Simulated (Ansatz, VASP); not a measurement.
## Two plane-wave programs on InSb

POSCAR

```
InSb
1.0
    0.0000000000      3.1811276270      3.1811276270
    3.1811276270      0.0000000000      3.1811276270
    3.1811276270      3.1811276270      0.0000000000
In Sb
1 1
Direct
    0.0000000000      0.0000000000      0.0000000000
    0.2500000000      0.2500000000      0.2500000000
```

File INCAR.step1:

```
  PREC = Accurate
  ENCUT = 520
  ISMEAR = -1
  SIGMA = 0.02
  LREAL = F
  LASPH = T
  NELM = 80
  NBANDS = 16
  GGA = PE
  ALGO = Normal
  EDIFF = 1E-4
  LWAVE = T
  LCHARG = F
```

Contents of INCAR.step2:

```
  PREC = Accurate
  ENCUT = 520
  EDIFF = 1E-6
  ISMEAR = -1
  SIGMA = 0.02
  LREAL = F
  LASPH = T
  NELM = 80
  ALGO = Normal
  ISIF = 2
  LWAVE = F
  LCHARG = F
  METAGGA = R2SCAN
  LMIXTAU = T
  NBANDS = 16
  ISTART = 1
```

The input KPOINTS:

```
Automatic mesh
0
Gamma
  6 6 6
```

Input for Ansatz:

```yaml
crystal:
  lattice:
    - [0.0, 3.181127627, 3.181127627]
    - [3.181127627, 0.0, 3.181127627]
    - [3.181127627, 3.181127627, 0.0]
  atoms:
    - { symbol: In, position: [0.0, 0.0, 0.0] }
    - { symbol: Sb, position: [0.25, 0.25, 0.25] }
kpoints:
  mp_grid: { grid: [6, 6, 6] }
  band_path:
    path:
      - [0.0, 0.0, 0.0]
      - [-0.5, -0.5, 0.0]
      - [-0.375, -0.375, 0.25]
      - [-0.375, 0.0, 0.375]
      - [0.0, 0.0, 0.5]
      - [-0.5, -0.25, 0.25]
    npoints: 1
hamiltonian:
  xc: r2scan
scf:
  occupations: { method: fermi_dirac, width: 0.02 }
  n_extra_bands: 4
output:
  forces: true
  stress: true
  eigenvalues: true
```

Change from the starting cell: hydrostatic strain -3.0%.

Alike in both runs: task single point; functional r2SCAN; k mesh 6 × 6 × 6; occupations fermi-dirac, width 0.02 eV; no spin polarisation.

```csv
,VASP,Ansatz
version,VASP 6.6.1,Ansatz 0.2.0
potentials or method,"VASP PAW PBE potentials, release 64 (In_d, Sb)","plane waves, PAW"
plane-wave cutoff (eV),520,500
valence electrons in the cell,18,28
```

|  | VASP | Ansatz | Ansatz less VASP |
| --- | --- | --- | --- |
| pressure (GPa) | 4.9 | 4.9 | 0.00 |

VASP's potentials were made for PBE, not for r2SCAN. With one functional, cell and mesh, what is left measures potentials, basis and numerics. VASP's potentials hold 18 valence electrons a cell and Ansatz's 28, so a difference there can come from the potentials and not from the codes.

Spin-orbit coupling is off throughout.
